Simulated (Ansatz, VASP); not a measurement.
Cd in VASP and in Ansatz

```
Cd
1.0
     0.00000    2.27180    2.27180
     2.27180    0.00000    2.27180
     2.27180    2.27180    0.00000
Cd
1
Direct
  0.00000 0.00000 0.00000
```

Change from the starting cell: volume scaled by 1.03.

Alike in both runs: task single point; functional PBE; k mesh 14 × 14 × 14; occupations fermi-dirac, width 0.03 eV; no spin polarisation.

|  | VASP | Ansatz |
| --- | --- | --- |
| version | VASP 6.6.1 | Ansatz 0.2.0 |
| potentials or method | VASP PAW PBE potentials, release 64 (Cd), cutoff 520 eV | all-electron LAPW, scalar-relativistic |

|  | VASP | Ansatz | Ansatz less VASP |
| --- | --- | --- | --- |
| pressure (GPa) | -1.0 | -1.2 | -0.21 |

Ansatz ran all-electron here, and VASP with PAW potentials.
